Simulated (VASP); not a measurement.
# KBe4I (P4/mmm) in VASP: notebook

Runs on KBe4I. Level: PBE. Tasks: single point, relaxation of cell and atoms.

All numbers are computed with VASP 6.6.1; they aren't measurements. Logs are shortened: lines on timing, memory, paths and dates and some standing lists are left out, and cuts for length are marked.

### Step 1. The cell of the first run

The structure is tetragonal, space group P4/mmm (No. 123). The conventional cell has a = 4.430 Å, b = 4.430 Å, c = 6.295 Å, α = 90.00°, β = 90.00°, γ = 90.00°. Within 3.5 Å of K (site symmetry 4/mmm) lie 8 Be at 2.69 Å. Within 3.5 Å of Be (site symmetry 2mm) lie 2 K at 2.69 Å and 2 I at 2.75 Å and 6 Be at 3.05 to 3.25 Å. I (site symmetry 4/mmm) has 8 Be at 2.75 Å within 3.6 Å.

### Step 2. Single point, PBE

INCAR

```
PREC = Accurate
ENCUT = 520
EDIFF = 1E-7
ISMEAR = 0
SIGMA = 0.1
LREAL = False
LASPH = True
NELM = 60
ALGO = Normal
ISIF = 2
LWAVE = False
LCHARG = True
GGA = PE
LELF = True
LVHAR = True
NBANDS = 21
```

KPOINTS

```
Automatic mesh
0
Gamma
  4 4 4
```

POSCAR

```
KBe4I
1.0
    4.4302081400      0.0000000000      0.0000000000
    0.0000000000      4.4302081400      0.0000000000
    0.0000000000      0.0000000000      6.2946783900
K Be I
1 4 1
Direct
    0.0000000000      0.0000000000      0.5000000000
    0.0000000000      0.5000000000      0.2579450000
    0.5000000000      0.0000000000      0.2579450000
    0.0000000000      0.5000000000      0.7420550000
    0.5000000000      0.0000000000      0.7420550000
    0.5000000000      0.5000000000      0.0000000000
```

Potentials or basis: VASP PAW PBE potentials, release 64 (K_sv, Be, I).

Launch:

```bash
> cat potpaw_PBE.64/K_sv/POTCAR potpaw_PBE.64/Be/POTCAR potpaw_PBE.64/I/POTCAR > POTCAR
> mpirun -np 1 vasp_std > vasp.out
```

OUTCAR:

```text
PREC = Accurate
   ENCUT = 520
   EDIFF = 1E-7
   ISMEAR = 0
   LREAL = False
   LASPH = True
   NELM = 60
   ISIF = 2
   GGA = PE

 ion  position               nearest neighbor table
   1  0.000  0.000  0.500-   2 2.69   3 2.69   4 2.69   5 2.69   2 2.69   4 2.69   3 2.69   5 2.69

   2  0.000  0.500  0.258-   1 2.69   1 2.69   6 2.75   6 2.75
   3  0.500  0.000  0.258-   1 2.69   1 2.69   6 2.75   6 2.75
   4  0.000  0.500  0.742-   1 2.69   1 2.69   6 2.75   6 2.75
   5  0.500  0.000  0.742-   1 2.69   1 2.69   6 2.75   6 2.75
   6  0.500  0.500  0.000-   2 2.75   3 2.75   4 2.75   5 2.75   3 2.75   5 2.75   2 2.75   4 2.75

  LATTYP: Found a simple tetragonal cell.
 ALAT       =     4.4302081400
 C/A-ratio  =     1.4208538721

  Lattice vectors:

 A1 = (   4.4302081400,   0.0000000000,   0.0000000000)
 A2 = (   0.0000000000,   4.4302081400,   0.0000000000)
 A3 = (   0.0000000000,   0.0000000000,   6.2946783900)

Analysis of symmetry for initial positions (statically):
=====================================================================
 Subroutine PRICEL returns:
 Original cell was already a primitive cell.

 Routine SETGRP: Setting up the symmetry group for a
 simple tetragonal supercell.

 Subroutine GETGRP returns: Found 16 space group operations
 (whereof 16 operations were pure point group operations)
 out of a pool of 16 trial point group operations.

The static configuration has the point symmetry D_4h.

Analysis of symmetry for dynamics (positions and initial velocities):
=====================================================================
 Subroutine PRICEL returns:
 Original cell was already a primitive cell.

 Routine SETGRP: Setting up the symmetry group for a
 simple tetragonal supercell.

 Subroutine GETGRP returns: Found 16 space group operations
 (whereof 16 operations were pure point group operations)
 out of a pool of 16 trial point group operations.

The dynamic configuration has the point symmetry D_4h.

 Subroutine INISYM returns: Found 16 space group operations
 (whereof 16 operations are pure point group operations),
 and found     1 'primitive' translations

----------------------------------------------------------------------------------------

                                     Primitive cell

  volume of cell :     123.5440

  direct lattice vectors                    reciprocal lattice vectors
     4.430208140  0.000000000  0.000000000     0.225723029  0.000000000  0.000000000
     0.000000000  4.430208140  0.000000000     0.000000000  0.225723029  0.000000000
     0.000000000  0.000000000  6.294678390     0.000000000  0.000000000  0.158864351

  length of vectors
     4.430208140  4.430208140  6.294678390     0.225723029  0.225723029  0.158864351

  position of ions in fractional coordinates (direct lattice)
     0.000000000  0.000000000  0.500000000
     0.000000000  0.500000000  0.257945000
     0.500000000  0.000000000  0.257945000
     0.000000000  0.500000000  0.742055000
     0.500000000  0.000000000  0.742055000
     0.500000000  0.500000000  0.000000000

  ion indices of the primitive-cell ions
   primitive index   ion index
                 1           1
                 2           2
                 3           3
                 4           4
                 5           5
                 6           6

----------------------------------------------------------------------------------------

 KPOINTS: Automatic mesh

Automatic generation of k-mesh.
 Grid dimensions read from file:
 generate k-points for:    4    4    4

 Generating k-lattice:

  Cartesian coordinates                     Fractional coordinates (reciprocal lattice)
     0.056430757  0.000000000  0.000000000     0.250000000  0.000000000  0.000000000
     0.000000000  0.056430757  0.000000000     0.000000000  0.250000000  0.000000000
     0.000000000  0.000000000  0.039716088     0.000000000  0.000000000  0.250000000

  Length of vectors
     0.056430757  0.056430757  0.039716088

  Shift w.r.t. Gamma in fractional coordinates (k-lattice)
     0.000000000  0.000000000  0.000000000

 Subroutine IBZKPT returns following result:
 ===========================================

 Found     18 irreducible k-points:

 Following reciprocal coordinates:
            Coordinates               Weight
  0.000000  0.000000  0.000000      1.000000
  0.250000  0.000000  0.000000      4.000000
  0.500000  0.000000  0.000000      2.000000
  0.250000  0.250000  0.000000      4.000000
  0.500000  0.250000  0.000000      4.000000
  0.500000  0.500000  0.000000      1.000000
[... 10 lines left out ...]
  0.500000  0.250000  0.500000      4.000000
  0.500000  0.500000  0.500000      1.000000
   k-points           NKPTS =     18   k-points in BZ     NKDIM =     18   number of bands    NBANDS=     21
   number of dos      NEDOS =    301   number of ions     NIONS =      6
   total plane-waves  NPLWV =  62208
   dimension x,y,z NGX =    36 NGY =   36 NGZ =   48
   dimension x,y,z NGXF=    72 NGYF=   72 NGZF=   96
   ions per type =               1   4   1
   NGX,Y,Z   is equivalent  to a cutoff of  13.51, 13.51, 12.68 a.u.
   NGXF,Y,Z  is equivalent  to a cutoff of  27.02, 27.02, 25.35 a.u.
 SYSTEM =  unknown system
   PREC   = accura    normal or accurate (medium, high low for compatibility)
   ISTART =      0    job   : 0-new  1-cont  2-samecut
   ICHARG =      2    charge: 1-file 2-atom 10-const
   ISPIN  =      1    spin polarized calculation?
   LNONCOLLINEAR =      F non collinear calculations
   LSORBIT =      F    spin-orbit coupling
   LASPH  =      T    aspherical Exc in radial PAW
   ENCUT  =  520.0 eV  38.22 Ry    6.18 a.u.   8.24  8.24 11.70*2*pi/ulx,y,z
   NELM   =     60;   NELMIN=  2; NELMDL= -5     # of ELM steps
   EDIFF  = 0.1E-06   stopping-criterion for ELM
   LREAL  =      F    real-space projection
   EDIFFG = 0.1E-05   stopping-criterion for IOM
   NSW    =      0    number of steps for IOM
   IBRION =     -1    ionic relax: 0-MD 1-quasi-New 2-CG
   NFREE  =      0    steps in history (QN), initial steepest desc. (CG)
   ISIF   =      2    stress and relaxation
   ISYM   =      2    0-nonsym 1-usesym 2-fastsym
   POTIM  = 0.5000    time-step for ionic-motion
   TEBEG  =    0.0;   TEEND  =   0.0 temperature during run
   PSTRESS=    0.0 pullay stress
   NELECT =      24.0000    total number of electrons
   NUPDOWN=      -1.0000    fix difference up-down
   EMIN   =  10.00;   EMAX   =-10.00  energy-range for DOS
   EFERMI =   0.00;   METHOD = LEGACY
   ISMEAR =     0;   SIGMA  =   0.10  broadening in eV -4-tet -1-fermi 0-gaus
   EFERMI_NEDOS =   21; number of points for ismear=-14 and -15
   IALGO  =     38    algorithm
   IMIX   =      4    mixing-type and parameters
     AMIX     =   0.40;   BMIX     =  1.00
     AMIX_MAG =   1.60;   BMIX_MAG =  1.00
  volume/ion in A,a.u.               =      20.59       138.95
  Fermi-wavevector in a.u.,A,eV,Ry     =   0.948137  1.791720 12.231157  0.898965
  Thomas-Fermi vector in A             =   2.076297
   LORBIT       =      0    0 simple, 1 ext, 2 COOP (PROOUT), +10 PAW based schemes
   GGA     = PE    functional components
   LHFCALC =     F    Hartree Fock is set to
   AEXX    =    0.0000 exact exchange contribution
   IVDW    =     0    specifies the selected vdW correction
   LEPSILON=     F    determine dielectric tensor
   LRPA    =     F    only Hartree local field effects (RPA)
 non-spin polarized calculation
 Gauss-broadening in eV      SIGMA  =   0.10
  energy-cutoff  :      520.00
  volume of cell :      123.54
 maximum number of plane-waves:      3356
 NGX is ok and might be reduce to    36
   NGX = 17   NGY = 17   NGZ = 23

 number of electron      23.9999997 magnetization

 Free energy of the ion-electron system (eV)
  ---------------------------------------------------
  ext. energy  EPLUGINS =         0.00000000
  ---------------------------------------------------
  free energy    TOTEN  =        -6.19327050 eV

  energy without entropy =       -6.17304370  energy(sigma->0) =       -6.18315710

 E-fermi :   3.6274     XC(G=0):  -8.7238

 val. band max:        3.5808639550   @ k =   0.5000   0.2500   0.2500
 cond. band min:       3.6336472609   @ k =   0.5000   0.5000   0.2500
 fundamental gap:      0.0527833059
 Fermi energy:         3.6274271206

 k-point     1 :       0.0000    0.0000    0.0000
  band No.  band energies     occupation
      1     -26.4498      2.00000
      2     -11.6889      2.00000
      3     -10.2853      2.00000
      4     -10.1259      2.00000
      5     -10.1259      2.00000
      6      -2.7497      2.00000
[... 13 lines left out ...]
     20       8.3840      0.00000
     21       8.5843      0.00000

 k-point     2 :       0.2500    0.0000    0.0000
  band No.  band energies     occupation
      1     -26.4474      2.00000
      2     -11.6103      2.00000
      3     -10.2769      2.00000
      4     -10.1905      2.00000
      5     -10.1194      2.00000
      6      -2.7889      2.00000
[... 13 lines left out ...]
     20       7.1482      0.00000
     21       7.8201      0.00000

 k-point     3 :       0.5000    0.0000    0.0000
  band No.  band energies     occupation
      1     -26.4449      2.00000
      2     -11.5286      2.00000
      3     -10.2686      2.00000
      4     -10.2505      2.00000
      5     -10.1128      2.00000
      6      -3.5548      2.00000
[... 13 lines left out ...]
     20       7.9571      0.00000
     21       8.1950      0.00000
[... 313 lines left out ...]
 k-point    17 :       0.5000    0.2500    0.5000
  band No.  band energies     occupation
      1     -26.4426      2.00000
      2     -11.4286      2.00000
      3     -10.2685      2.00000
      4     -10.2656      2.00000
      5     -10.1844      2.00000
      6      -3.2868      2.00000
[... 13 lines left out ...]
     20       8.2725      0.00000
     21       8.5196      0.00000

 k-point    18 :       0.5000    0.5000    0.5000
  band No.  band energies     occupation
      1     -26.4402      2.00000
      2     -11.3425      2.00000
      3     -10.2610      2.00000
      4     -10.2544      2.00000
      5     -10.2544      2.00000
      6      -3.1542      2.00000
[... 13 lines left out ...]
     20       8.8521      0.00000
     21       8.9118      0.00000

------------------------ aborting loop because EDIFF is reached ----------------------------------------

  FORCE on cell =-STRESS in cart. coord.  units (eV):
  Direction    XX          YY          ZZ          XY          YZ          ZX
  --------------------------------------------------------------------------------------
  -------------------------------------------------------------------------------------
  Total        4.4561380      4.4561380      4.4931247      0.0000000      0.0000000      0.0000000
  in kB       57.7892963     57.7892963     58.2689574      0.0000000      0.0000000      0.0000000
  external PRESSURE =      57.9491834 kB  Pullay stress =       0.0000000 kB

 VOLUME and BASIS-vectors are now :
 -----------------------------------------------------------------------------
  energy-cutoff  :      520.00
  volume of cell :      123.54
      direct lattice vectors                 reciprocal lattice vectors
     4.430208140  0.000000000  0.000000000     0.225723029  0.000000000  0.000000000
     0.000000000  4.430208140  0.000000000     0.000000000  0.225723029  0.000000000
     0.000000000  0.000000000  6.294678390     0.000000000  0.000000000  0.158864351

 POSITION                                       TOTAL-FORCE (eV/Angst)
 -----------------------------------------------------------------------------------
      0.00000      0.00000      3.14734         0.000000     -0.000000     -0.000000
      0.00000      2.21510      1.62368         0.000000     -0.000000     -0.301417
      2.21510      0.00000      1.62368         0.000000     -0.000000     -0.301417
      0.00000      2.21510      4.67100        -0.000000     -0.000000      0.301417
      2.21510      0.00000      4.67100        -0.000000      0.000000      0.301417
      2.21510      2.21510      0.00000         0.000000     -0.000000     -0.000000
 -----------------------------------------------------------------------------------
    total drift:                               -0.000000      0.000000      0.000000

  FREE ENERGIE OF THE ION-ELECTRON SYSTEM (eV)
  ---------------------------------------------------
  free  energy   TOTEN  =        -6.1932704955 eV

  energy  without entropy=       -6.1730437034  energy(sigma->0) =       -6.18315710
```

Wall time 53 s (1 thread of AMD EPYC 7R13 (Zen 3), shared host); peak memory 0.22 GiB.

Results:

```
Free energy            : -6.1933 eV
Pressure               : 5.8 GPa
Largest force          : 0.301 eV/Å
Band gap on the k mesh : zero (band 12 reaches 4.42 eV, above the bottom of band 13 at 3.10 eV)
```

Forces in eV/Å, atoms in the order of the input:
```
K    0.000  0.000  0.000
Be   0.000  0.000 -0.301
Be   0.000  0.000 -0.301
Be   0.000  0.000  0.301
Be   0.000  0.000  0.301
I    0.000  0.000  0.000
```

Levels at points of the mesh, in eV from the Fermi level:
```csv
k point,band 10,band 11,band 12,band 13,band 14,band 15
"(0.00, 0.00, 0.00)",-1.39,-1.08,0.11,0.11,0.19,1.19
"(0.50, 0.00, 0.00)",-2.00,-1.71,-0.25,1.06,1.21,1.57
"(0.50, 0.50, 0.00)",-1.46,-1.46,-0.87,-0.51,-0.51,0.59
"(0.00, 0.00, 0.50)",-2.18,-0.97,-0.67,0.28,0.28,1.30
"(0.50, 0.00, 0.50)",-1.66,-0.48,0.79,0.81,0.85,0.87
"(0.50, 0.50, 0.50)",-1.88,-1.28,-0.81,1.05,1.05,1.29
```

Caveat: spin-orbit coupling is left out, which moves the levels of the heavy elements.

### Step 3. Single point, PBE

This run uses another cell than the first one, of 29.21 Å³/atom, 1.418 times its volume.

INCAR

```
ALGO = Normal
EDIFF = 1E-7
ENCUT = 520
GGA = PE
ISIF = 2
ISMEAR = 0
LASPH = T
LCHARG = F
LREAL = F
LWAVE = F
NBANDS = 21
NELM = 100
PREC = Accurate
SIGMA = 0.1
```

KPOINTS

```
k-points
0
Gamma
  4 4 4
```

POSCAR

```
KBe4I
1.0
    4.8846291694      0.0000000000      0.0000000000
    0.0000000000      4.8846291694      0.0000000000
    0.0000000000      0.0000000000      7.3443206452
K Be I
1 4 1
Direct
    0.0000000000      0.0000000000      0.5000000000
    0.0000000000      0.5000000000      0.1442336175
    0.5000000000      0.0000000000      0.1442336175
    0.0000000000      0.5000000000      0.8557663825
    0.5000000000      0.0000000000      0.8557663825
    0.5000000000      0.5000000000      0.0000000000
```

Potentials or basis: VASP PAW PBE potentials, release 64 (K_sv, Be, I).

Launch:

```bash
> cat potpaw_PBE.64/K_sv/POTCAR potpaw_PBE.64/Be/POTCAR potpaw_PBE.64/I/POTCAR > POTCAR
> mpirun -np 1 vasp_std > vasp.out
```

OUTCAR:

```text
EDIFF = 1E-7
   ENCUT = 520
   GGA = PE
   ISIF = 2
   ISMEAR = 0
   LASPH = T
   LREAL = F
   NELM = 100
   PREC = Accurate

 ion  position               nearest neighbor table
   1  0.000  0.000  0.500-
   2  0.000  0.500  0.144-   4 2.12   6 2.66   6 2.66
   3  0.500  0.000  0.144-   5 2.12   6 2.66   6 2.66
   4  0.000  0.500  0.856-   2 2.12   6 2.66   6 2.66
   5  0.500  0.000  0.856-   3 2.12   6 2.66   6 2.66
   6  0.500  0.500  0.000-   2 2.66   3 2.66   4 2.66   5 2.66   3 2.66   5 2.66   2 2.66   4 2.66
[... 630 lines left out ...]
  -------------------------------------------------------------------------------------
  Total        0.1450912      0.1450912      0.4393567      0.0000000      0.0000000      0.0000000
  in kB        1.3265905      1.3265905      4.0171032      0.0000000      0.0000000      0.0000000
  external PRESSURE =       2.2234281 kB  Pullay stress =       0.0000000 kB

 VOLUME and BASIS-vectors are now :
 -----------------------------------------------------------------------------
  energy-cutoff  :      520.00
  volume of cell :      175.23
      direct lattice vectors                 reciprocal lattice vectors
     4.884629169  0.000000000  0.000000000     0.204723832  0.000000000  0.000000000
     0.000000000  4.884629169  0.000000000     0.000000000  0.204723832  0.000000000
     0.000000000  0.000000000  7.344320645     0.000000000  0.000000000  0.136159632

 POSITION                                       TOTAL-FORCE (eV/Angst)
 -----------------------------------------------------------------------------------
      0.00000      0.00000      3.67216         0.000000      0.000000      0.000000
      0.00000      2.44231      1.05930        -0.000000     -0.000000     -0.000002
      2.44231      0.00000      1.05930        -0.000000      0.000000     -0.000002
      0.00000      2.44231      6.28502         0.000000      0.000000      0.000002
      2.44231      0.00000      6.28502         0.000000     -0.000000      0.000002
      2.44231      2.44231      0.00000         0.000000      0.000000      0.000000
 -----------------------------------------------------------------------------------
    total drift:                               -0.000000      0.000000     -0.000000

  FREE ENERGIE OF THE ION-ELECTRON SYSTEM (eV)
  ---------------------------------------------------
  free  energy   TOTEN  =        -8.3503675914 eV

  energy  without entropy=       -8.3416638292  energy(sigma->0) =       -8.34601571
```

OSZICAR:

```text
N       E                     dE             d eps       ncg     rms          rms(c)
DAV:   1     0.110085427647E+03    0.11009E+03   -0.92823E+03   756   0.908E+02
DAV:   2     0.124442770716E+01   -0.10884E+03   -0.10470E+03   963   0.197E+02
DAV:   3    -0.868938563342E+01   -0.99338E+01   -0.97836E+01  1272   0.492E+01
DAV:   4    -0.897907204928E+01   -0.28969E+00   -0.28899E+00  1055   0.785E+00
[... 10 lines left out ...]
DAV:  15    -0.835035349207E+01    0.10428E-04   -0.18550E-04   876   0.515E-02    0.273E-01
DAV:  16    -0.835036614568E+01   -0.12654E-04   -0.50259E-05   929   0.252E-02    0.123E-01
DAV:  17    -0.835036679072E+01   -0.64503E-06   -0.34900E-06   904   0.773E-03    0.241E-02
DAV:  18    -0.835036760810E+01   -0.81738E-06   -0.15538E-06   861   0.370E-03    0.926E-03
DAV:  19    -0.835036759139E+01    0.16711E-07   -0.17587E-07   773   0.125E-03
   1 F= -.83503676E+01 E0= -.83460157E+01  d E =-.870376E-02
```

stdout:

```text
POSCAR found type information on POSCAR K BeI
 POSCAR found :  3 types and       6 ions
 scaLAPACK will be used
 LDA part: xc-table for (Slater+PW92), standard interpolation
 POSCAR, INCAR and KPOINTS ok, starting setup
 FFT: planning ... GRIDC
 FFT: planning ... GRID_SOFT
 FFT: planning ... GRID
 WAVECAR not read
 entering main loop
```

Wall time 62 s (1 thread of AMD EPYC 7R13 (Zen 3), shared host); peak memory 0.25 GiB.

What came out:

```yaml
Free_energy: -8.3504 eV
Pressure: 0.2 GPa
Band_gap_on_the_k_mesh: zero (band 12 reaches 2.13 eV, above the bottom of band 13 at 1.15 eV)
```

Stress tensor (GPa, compression positive):
```
0.13 0.00 0.00
0.00 0.13 0.00
0.00 0.00 0.40
```

Levels at points of the mesh, in eV from the Fermi level:
| k point | band 9 | band 10 | band 11 | band 12 | band 13 | band 14 | band 15 | band 16 |
| --- | --- | --- | --- | --- | --- | --- | --- | --- |
| (0.00, 0.00, 0.00) | -3.27 | -2.64 | -1.11 | 0.34 | 1.41 | 1.41 | 1.56 | 1.66 |
| (0.50, 0.00, 0.00) | -2.60 | -1.25 | -0.58 | -0.18 | 0.81 | 0.81 | 1.56 | 2.21 |
| (0.50, 0.50, 0.00) | -1.82 | -0.83 | -0.83 | 0.47 | 0.47 | 1.28 | 1.56 | 2.38 |
| (0.00, 0.00, 0.50) | -3.06 | -2.62 | -0.73 | -0.11 | 0.92 | 1.44 | 1.44 | 2.12 |
| (0.50, 0.00, 0.50) | -2.59 | -1.79 | 0.18 | 0.32 | 0.41 | 0.74 | 2.10 | 2.15 |
| (0.50, 0.50, 0.50) | -1.67 | -0.97 | -0.97 | 0.71 | 0.83 | 0.83 | 2.38 | 2.40 |

Caveat: spin-orbit coupling is left out, which moves the levels of the heavy elements.

(Continued in part 2 of 2.)
